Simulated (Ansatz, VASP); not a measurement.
One calculation of BaS, two programs

INCAR

```
SYSTEM = BaS
PREC = Accurate
ENCUT = 500
EDIFF = 1E-6
ISMEAR = -1
SIGMA = 0.1
LREAL = .FALSE.
LASPH = .TRUE.
NELM = 120
ALGO = Normal
ISIF = 2
LWAVE = .FALSE.
LCHARG = .TRUE.
GGA = CA
LELF = .TRUE.
LVHAR = .TRUE.
NBANDS = 15
GGA_COMPAT = .FALSE.
```

KPOINTS

```
Automatic mesh
0
G
  11 11 11
  0 0 0
```

The input POSCAR:

```
BaS
1.0
    0.0000000000      2.8857351975      2.8857351975
    2.8857351975      0.0000000000      2.8857351975
    2.8857351975      2.8857351975      0.0000000000
Ba S
1 1
Direct
    0.0000000000      0.0000000000      0.0000000000
    0.5000000000      0.5000000000      0.5000000000
```

Input for Ansatz:

```yaml
crystal:
  lattice:
    - [0.0, 2.8857351975, 2.8857351975]
    - [2.8857351975, 0.0, 2.8857351975]
    - [2.8857351975, 2.8857351975, 0.0]
  atoms:
    - { symbol: Ba, position: [0.0, 0.0, 0.0] }
    - { symbol: S, position: [0.5, 0.5, 0.5] }
kpoints:
  mp_grid: { grid: [11, 11, 11] }
  band_path:
    path:
      - [0.0, 0.0, 0.0]
      - [0.5, 0.0, 0.5]
      - [0.625, 0.25, 0.625]
      - [0.375, 0.375, 0.75]
      - [0.0, 0.0, 0.0]
      - [0.5, 0.5, 0.5]
      - [0.5, 0.25, 0.75]
      - [0.5, 0.0, 0.5]
    npoints: 8
scf:
  occupations: { method: fermi_dirac, width: 0.1 }
hamiltonian:
  xc: lda
  pseudopotentials: { kind: paw }
output:
  forces: true
  stress: true
  eigenvalues: true
  populations: true
  dos: { projected: true, de: 0.2, e_range: [-14, 8] }
```

Change from the starting cell: volume scaled by 0.78, PAW files.

Alike in both runs: task single point; functional LDA; k mesh 11 × 11 × 11; occupations fermi-dirac, width 0.1 eV; no spin polarisation.

```csv
,VASP,Ansatz
version,VASP 6.6.1,Ansatz 0.2.0
potentials or method,"VASP PAW LDA potentials, release 64 (Ba_sv, S)","PAW with Ansatz's default frozen-core files, scalar-relativistic"
plane-wave cutoff (eV),500,420
valence electrons in the cell,16,16
```

```tsv
	VASP	Ansatz	Ansatz less VASP
pressure (GPa)	24.0	22.0	-1.93
```

LDA's correlation is that of Perdew and Zunger in VASP and of Perdew and Wang (1992) in Ansatz.

Spin-orbit coupling is off throughout.
